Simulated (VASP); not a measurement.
Input of a VASP 6.6.1 run:

Contents of INCAR:

```
PREC = Accurate ; ENCUT = 600
EDIFF = 1E-6 ; ISMEAR = -1
SIGMA = 0.15 ; LREAL = False
LASPH = True ; NELM = 80
ALGO = Fast ; ISIF = 3
LWAVE = False ; LCHARG = False
GGA = CA ; IBRION = 2
NSW = 80 ; EDIFFG = -0.001
```

Contents of KPOINTS:

```
regular mesh
0
Gamma
  12 12 12
```

File POSCAR:

```
Cu3Pt
1.0
    3.6289058916      0.0000000000      0.0000000000
    0.0000000000      3.6289058916      0.0000000000
    0.0000000000      0.0000000000      3.6289058916
Cu Pt
3 1
Direct
    0.0000000000      0.5000000000      0.5000000000
    0.5000000000      0.0000000000      0.5000000000
    0.5000000000      0.5000000000      0.0000000000
    0.0000000000      0.0000000000      0.0000000000
```

Potentials or basis: VASP PAW LDA potentials, release 64 (Cu, Pt).

Run with:

```bash
$ cat potpaw_LDA.64/Cu/POTCAR potpaw_LDA.64/Pt/POTCAR > POTCAR
$ mpirun -np 1 vasp_std > vasp.out
```

(1) What does it give for the space group after relaxing (to 0.05 Å)?

(2) Estimate the relaxed cell.

## Answers

(1) Pm-3m (No. 221).

(2) a = 3.634 Å, b = 3.634 Å, c = 3.634 Å, α = 90.00°, β = 90.00°, γ = 90.00°.
